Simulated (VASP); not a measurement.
Crystal: LiBr.

```
Li Br
1.0
     0.00000    2.73957    2.73957
     2.80805    0.00000    2.73957
     2.80805    2.73957    0.00000
Li Br
1 1
Cartesian
  0.0000 0.0000 0.0000
  2.8081 2.7396 2.7396
```

This cell differs from its parent crystal: uniaxial x strain +2.5%.

Base run:

- Program: VASP 6.6.1
- Functional: HSE06
- Potentials or basis: VASP PAW PBE potentials, release 64 (Li_sv, Br)
- Cutoff: 650 eV
- k mesh: 6 × 6 × 6
- Occupations: gaussian, width 0.01 eV
- Spin: no spin polarisation

Its results: band gap on the k mesh 6.05 eV; pressure -0.8 GPa.

**Question.** The run is repeated on the same cell with these changes: functional from HSE06 to PBE; cutoff from 650 eV to 750 eV; k mesh from 6 × 6 × 6 to 4 × 4 × 4. What comes out?

**Answer.** Band gap on the k mesh 4.84 eV; pressure -0.1 GPa.

Several settings changed at once.

Caveats: some runs use coarse meshes; the PAW data sets were made with another functional, which shifts forces and pressure a little (at least some runs).

